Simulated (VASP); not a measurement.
# TaN (Fm-3m) in VASP: a series of runs

The runs below take TaN through density of states, vibrations by perturbation theory, with PBE.

Program: VASP 6.6.1. These are calculated values, not measurements. Logs are shortened: lines on timing, memory, paths and dates and some standing lists are left out, and cuts for length are marked.

### 1 The cell of the first run

Symmetry: Fm-3m, No. 225, cubic system. The conventional cell has a = 4.417 Å, b = 4.417 Å, c = 4.417 Å, α = 90.00°, β = 90.00°, γ = 90.00°. Ta (site symmetry m-3m) has 6 N at 2.21 Å within 2.9 Å. N (site symmetry m-3m) has 6 Ta at 2.21 Å within 2.9 Å.

### 2 Density of states, PBE

POSCAR reads:

```
TaN
1.0
    0.0000000000      2.2086347750      2.2086347750
    2.2086347750      0.0000000000      2.2086347750
    2.2086347750      2.2086347750      0.0000000000
Ta N
1 1
Direct
    0.5000000000      0.5000000000      0.5000000000
    0.0000000000      0.0000000000      0.0000000000
```

INCAR.step1 reads:

```
PREC = Accurate
ENCUT = 520
EDIFF = 1E-6
ISMEAR = 0
SIGMA = 0.1
LREAL = F
LASPH = T
NELM = 60
ALGO = Normal
ISIF = 2
LWAVE = F
LCHARG = T
LMAXMIX = 4
GGA = PE
NBANDS = 15
```

KPOINTS.step1 reads:

```
Automatic mesh
0
Gamma
  16 16 16
```

INCAR.step2 reads:

```
PREC = Accurate
ENCUT = 520
EDIFF = 1E-6
ISMEAR = -5
SIGMA = 0.1
LREAL = F
LASPH = T
NELM = 60
ALGO = Normal
ISIF = 2
LWAVE = F
LCHARG = F
LMAXMIX = 4
GGA = PE
LORBIT = 11
NEDOS = 1001
ICHARG = 11
```

KPOINTS.step2 reads:

```
Automatic mesh
0
Gamma
  24 24 24
```

Potentials or basis: VASP PAW PBE potentials, release 64 (Ta_pv, N).

Launch:

```bash
cat potpaw_PBE.64/Ta_pv/POTCAR potpaw_PBE.64/N/POTCAR > POTCAR
cp INCAR.step1 INCAR
cp KPOINTS.step1 KPOINTS
mpirun -np 1 vasp_std > vasp.out
cp INCAR.step2 INCAR
cp KPOINTS.step2 KPOINTS
mpirun -np 1 vasp_std > vasp.out
```

OUTCAR:

```text
PREC = Accurate
   ENCUT = 520
   EDIFF = 1E-6
   ISMEAR = -5
   LREAL = F
   LASPH = T
   NELM = 60
   ISIF = 2
   GGA = PE
   LORBIT = 11
   ICHARG = 11

 ion  position               nearest neighbor table
   1  0.500  0.500  0.500-   2 2.21   2 2.21   2 2.21   2 2.21   2 2.21   2 2.21
   2  0.000  0.000  0.000-   1 2.21   1 2.21   1 2.21   1 2.21   1 2.21   1 2.21

  LATTYP: Found a face centered cubic cell.
 ALAT       =     4.4172695500

  Lattice vectors:

 A1 = (   0.0000000000,   2.2086347750,   2.2086347750)
 A2 = (   2.2086347750,   0.0000000000,   2.2086347750)
 A3 = (   2.2086347750,   2.2086347750,   0.0000000000)

Analysis of symmetry for initial positions (statically):
=====================================================================
 Subroutine PRICEL returns:
 Original cell was already a primitive cell.

 Routine SETGRP: Setting up the symmetry group for a
 face centered cubic supercell.

 Subroutine GETGRP returns: Found 48 space group operations
 (whereof 48 operations were pure point group operations)
 out of a pool of 48 trial point group operations.

The static configuration has the point symmetry O_h .

Analysis of symmetry for dynamics (positions and initial velocities):
=====================================================================
 Subroutine PRICEL returns:
 Original cell was already a primitive cell.

 Routine SETGRP: Setting up the symmetry group for a
 face centered cubic supercell.

 Subroutine GETGRP returns: Found 48 space group operations
 (whereof 48 operations were pure point group operations)
 out of a pool of 48 trial point group operations.

The dynamic configuration has the point symmetry O_h .

 Subroutine INISYM returns: Found 48 space group operations
 (whereof 48 operations are pure point group operations),
 and found     1 'primitive' translations

----------------------------------------------------------------------------------------

                                     Primitive cell

  volume of cell :      21.5477

  direct lattice vectors                    reciprocal lattice vectors
     0.000000000  2.208634775  2.208634775    -0.226384192  0.226384192  0.226384192
     2.208634775  0.000000000  2.208634775     0.226384192 -0.226384192  0.226384192
     2.208634775  2.208634775  0.000000000     0.226384192  0.226384192 -0.226384192

  length of vectors
     3.123481253  3.123481253  3.123481253     0.392108923  0.392108923  0.392108923

  position of ions in fractional coordinates (direct lattice)
     0.500000000  0.500000000  0.500000000
     0.000000000  0.000000000  0.000000000

  ion indices of the primitive-cell ions
   primitive index   ion index
                 1           1
                 2           2

----------------------------------------------------------------------------------------

 KPOINTS: Automatic mesh

Automatic generation of k-mesh.
 Grid dimensions read from file:
 generate k-points for:   24   24   24

 Generating k-lattice:

  Cartesian coordinates                     Fractional coordinates (reciprocal lattice)
    -0.009432675  0.009432675  0.009432675     0.041666667  0.000000000  0.000000000
     0.009432675 -0.009432675  0.009432675     0.000000000  0.041666667  0.000000000
     0.009432675  0.009432675 -0.009432675     0.000000000  0.000000000  0.041666667

  Length of vectors
     0.016337872  0.016337872  0.016337872

  Shift w.r.t. Gamma in fractional coordinates (k-lattice)
     0.000000000  0.000000000  0.000000000

 TETIRR: Found   1864 inequivalent tetrahedra from    82944

 Subroutine IBZKPT returns following result:
 ===========================================

 Found    413 irreducible k-points:

 Following reciprocal coordinates:
            Coordinates               Weight
  0.000000  0.000000  0.000000      1.000000
  0.041667  0.000000  0.000000      8.000000
  0.083333  0.000000  0.000000      8.000000
  0.125000  0.000000  0.000000      8.000000
  0.166667  0.000000  0.000000      8.000000
  0.208333  0.000000  0.000000      8.000000
[... 16 lines left out ...]
  0.416667  0.041667  0.000000     24.000000
  0.458333  0.041667  0.000000     24.000000
 [... further k-points ...]
   k-points           NKPTS =    413   k-points in BZ     NKDIM =    413   number of bands    NBANDS=     12
   number of dos      NEDOS =   1001   number of ions     NIONS =      2
   total plane-waves  NPLWV =  13824
   dimension x,y,z NGX =    24 NGY =   24 NGZ =   24
   dimension x,y,z NGXF=    48 NGYF=   48 NGZF=   48
   ions per type =               1   1
   NGX,Y,Z   is equivalent  to a cutoff of  12.77, 12.77, 12.77 a.u.
   NGXF,Y,Z  is equivalent  to a cutoff of  25.55, 25.55, 25.55 a.u.
 SYSTEM =  unknown system
   PREC   = accura    normal or accurate (medium, high low for compatibility)
   ISTART =      0    job   : 0-new  1-cont  2-samecut
   ICHARG =     11    charge: 1-file 2-atom 10-const
   ISPIN  =      1    spin polarized calculation?
   LNONCOLLINEAR =      F non collinear calculations
   LSORBIT =      F    spin-orbit coupling
   LASPH  =      T    aspherical Exc in radial PAW
   ENCUT  =  520.0 eV  38.22 Ry    6.18 a.u.   5.81  5.81  5.81*2*pi/ulx,y,z
   NELM   =     60;   NELMIN=  2; NELMDL=  0     # of ELM steps
   EDIFF  = 0.1E-05   stopping-criterion for ELM
   LREAL  =      F    real-space projection
   EDIFFG = 0.1E-04   stopping-criterion for IOM
   NSW    =      0    number of steps for IOM
   IBRION =     -1    ionic relax: 0-MD 1-quasi-New 2-CG
   NFREE  =      0    steps in history (QN), initial steepest desc. (CG)
   ISIF   =      2    stress and relaxation
   ISYM   =      2    0-nonsym 1-usesym 2-fastsym
   POTIM  = 0.5000    time-step for ionic-motion
   TEBEG  =    0.0;   TEEND  =   0.0 temperature during run
   PSTRESS=    0.0 pullay stress
   NELECT =      16.0000    total number of electrons
   NUPDOWN=      -1.0000    fix difference up-down
   EMIN   =  10.00;   EMAX   =-10.00  energy-range for DOS
   EFERMI =   0.00;   METHOD = LEGACY
   ISMEAR =    -5;   SIGMA  =   0.10  broadening in eV -4-tet -1-fermi 0-gaus
   EFERMI_NEDOS =   21; number of points for ismear=-14 and -15
   IALGO  =     38    algorithm
   IMIX   =      4    mixing-type and parameters
     AMIX     =   0.40;   BMIX     =  1.00
     AMIX_MAG =   1.60;   BMIX_MAG =  1.00
  volume/ion in A,a.u.               =      10.77        72.71
  Fermi-wavevector in a.u.,A,eV,Ry     =   1.482453  2.801430 29.901072  2.197667
  Thomas-Fermi vector in A             =   2.596237
   LORBIT       =     11    0 simple, 1 ext, 2 COOP (PROOUT), +10 PAW based schemes
   GGA     = PE    functional components
   LHFCALC =     F    Hartree Fock is set to
   AEXX    =    0.0000 exact exchange contribution
   IVDW    =     0    specifies the selected vdW correction
   LEPSILON=     F    determine dielectric tensor
   LRPA    =     F    only Hartree local field effects (RPA)
 non-spin polarized calculation
 Fermi weights with tetrahedron method with Bloechl corrections
  energy-cutoff  :      520.00
  volume of cell :       21.55
 maximum number of plane-waves:       604

 number of electron      16.0000003 magnetization

 Free energy of the ion-electron system (eV)
  ---------------------------------------------------
  ext. energy  EPLUGINS =         0.00000000
  ---------------------------------------------------
  free energy    TOTEN  =       -21.82753718 eV

  energy without entropy =      -21.82753718  energy(sigma->0) =      -21.82753718

 E-fermi :   9.3936     XC(G=0): -13.3642

 val. band max:        9.4758729643   @ k =  -0.2500   0.2083   0.0000
 cond. band min:       9.2344732848   @ k =  -0.2500   0.4583   0.2083
 fundamental gap:     -0.2413996795
 Fermi energy:         9.3935757565

 k-point     1 :       0.0000    0.0000    0.0000
  band No.  band energies     occupation
      1     -26.4064      2.00000
      2     -26.4064      2.00000
      3     -26.4064      2.00000
      4      -9.3578      2.00000
      5       5.6073      2.00000
      6       5.6073      2.00000
      7       5.6073      2.00000
      8       7.3270      2.00000
      9       7.3270      2.00000
     10       7.3270      2.00000
     11       9.4576      0.00000
     12       9.4576      0.00000

 k-point     2 :       0.0417    0.0000    0.0000
  band No.  band energies     occupation
      1     -26.4213      2.00000
      2     -26.4078      2.00000
      3     -26.4078      2.00000
      4      -9.3165      2.00000
      5       5.3621      2.00000
      6       5.4484      2.00000
      7       5.4484      2.00000
      8       7.4004      2.00000
      9       7.4004      2.00000
     10       7.4410      2.00000
     11       9.6347      0.00000
     12       9.6347      0.00000

 k-point     3 :       0.0833    0.0000    0.0000
  band No.  band energies     occupation
      1     -26.4648      2.00000
      2     -26.4118      2.00000
      3     -26.4118      2.00000
      4      -9.1947      2.00000
      5       4.7870      2.00000
      6       5.0620      2.00000
      7       5.0620      2.00000
      8       7.5841      2.00000
      9       7.5841      2.00000
     10       7.6576      2.00000
     11      10.1099      0.00000
     12      10.1099      0.00000
[... 286 lines left out ...]
 k-point    23 :       0.4167    0.0417    0.0000
  band No.  band energies     occupation
      1     -27.1433      2.00000
      2     -26.4873      2.00000
      3     -26.4817      2.00000
      4      -6.7874      2.00000
      5      -0.3366      2.00000
      6       2.0749      2.00000
      7       2.1947      2.00000
      8       9.9962     -0.10751
      9      10.8877      0.00000
     10      10.9674      0.00000
     11      14.0356      0.00000
     12      15.6893      0.00000

 k-point    24 :       0.4583    0.0417    0.0000
  band No.  band energies     occupation
      1     -27.1882      2.00000
      2     -26.4896      2.00000
      3     -26.4891      2.00000
      4      -6.5628      2.00000
      5      -0.6547      2.00000
      6       1.9673      2.00000
      7       2.0373      2.00000
      8      10.5376      0.00000
      9      11.2134      0.00000
     10      11.2322      0.00000
     11      13.6786      0.00000
     12      16.2823      0.00000

 [... further k-points ...]
[... 5 lines left out ...]
  --------------------------------------------------------------------------------------
  -------------------------------------------------------------------------------------
  Total        0.0828284      0.0828284      0.0828284      0.0000000     -0.0000000      0.0000000
  in kB        6.1586839      6.1586839      6.1586839      0.0000000     -0.0000000      0.0000000
  external PRESSURE =       6.1586839 kB  Pullay stress =       0.0000000 kB

 VOLUME and BASIS-vectors are now :
 -----------------------------------------------------------------------------
  energy-cutoff  :      520.00
  volume of cell :       21.55
      direct lattice vectors                 reciprocal lattice vectors
     0.000000000  2.208634775  2.208634775    -0.226384192  0.226384192  0.226384192
     2.208634775  0.000000000  2.208634775     0.226384192 -0.226384192  0.226384192
     2.208634775  2.208634775  0.000000000     0.226384192  0.226384192 -0.226384192

 POSITION                                       TOTAL-FORCE (eV/Angst)
 -----------------------------------------------------------------------------------
      2.20863      2.20863      2.20863        -0.000000      0.000000     -0.000000
      0.00000      0.00000      0.00000         0.000000      0.000000      0.000000
 -----------------------------------------------------------------------------------
    total drift:                                0.000000     -0.000000     -0.000000

  FREE ENERGIE OF THE ION-ELECTRON SYSTEM (eV)
  ---------------------------------------------------
  free  energy   TOTEN  =       -21.8275371788 eV

  energy  without entropy=      -21.8275371788  energy(sigma->0) =      -21.82753718

 total charge

# of ion       s       p       d       tot
------------------------------------------
    1        0.270   6.214   2.431   8.915
    2        1.228   2.531   0.000   3.760
--------------------------------------------------
tot          1.499   8.745   2.431  12.674
```

Run time: 42 s. Hardware: 1 thread of Intel Xeon 6975P-C, shared host; peak memory 0.24 GiB.

Results:

```
Valence electrons inside the program's atomic spheres : Ta 8.91; N 3.76
```

Caveat: spin-orbit coupling is left out, which moves the levels of the heavy elements; tetrahedron occupations give inexact forces and stress in metals.

(Continued in part 2 of 2.)
